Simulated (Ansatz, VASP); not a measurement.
# Ba: VASP beside Ansatz

The input INCAR:

```
SYSTEM = Ba
PREC = Accurate
ENCUT = 520
EDIFF = 1E-6
ISMEAR = 0
SIGMA = 0.15
LREAL = .False.
LASPH = .True.
NELM = 80
ALGO = Normal
ISIF = 2
LWAVE = .False.
LCHARG = .False.
NBANDS = 11
```

KPOINTS

```
Automatic mesh
0
Gamma
  12 12 12
  0 0 0
```

File POSCAR:

```
Ba
1.0
    3.9177175405      0.0000000000      0.0000000000
    0.0000000000      3.9177175405      0.0000000000
    0.0000000000      0.0000000000      4.0352490667
Ba
1
Direct
    0.0000000000      0.0000000000      0.0000000000
```

Input for Ansatz:

```yaml
crystal:
  lattice:
    - [3.9177175405, 0.0, 0.0]
    - [0.0, 3.9177175405, 0.0]
    - [0.0, 0.0, 4.0352490667]
  atoms:
    - { symbol: Ba, position: [0.0, 0.0, 0.0] }
basis:
  ecutwfc: 420
kpoints:
  mp_grid: { grid: [12, 12, 12] }
hamiltonian:
  xc: lda
scf:
  occupations: { method: gaussian, width: 0.15 }
output:
  forces: true
  stress: true
  eigenvalues: true
```

Change from the starting cell: strain +0.000 along x and y, +0.030 along z, atoms carried along.

Alike in both runs: task single point; functional LDA; k mesh 12 × 12 × 12; occupations gaussian, width 0.15 eV; no spin polarisation.

```csv
,VASP,Ansatz
version,VASP 6.6.1,Ansatz 0.2.0
potentials or method,"VASP PAW LDA potentials, release 64 (Ba_sv), cutoff 520 eV","scalar-relativistic, plane waves, PAW"
valence electrons in the cell,10,10
```

|  | VASP | Ansatz | Ansatz less VASP |
| --- | --- | --- | --- |
| gap on the k mesh at the Fermi level (eV) | none | none | - |
| pressure (GPa) | -1.2 | -1.3 | -0.09 |
| traceless stress, the component that is largest in VASP (GPa) | -0.49 | -0.47 | +0.017 |

LDA's correlation is that of Perdew and Zunger in VASP and of Perdew and Wang (1992) in Ansatz. A gap of «none» marks a metal or a gap that the smearing closes.

Neither program's run includes spin-orbit coupling.
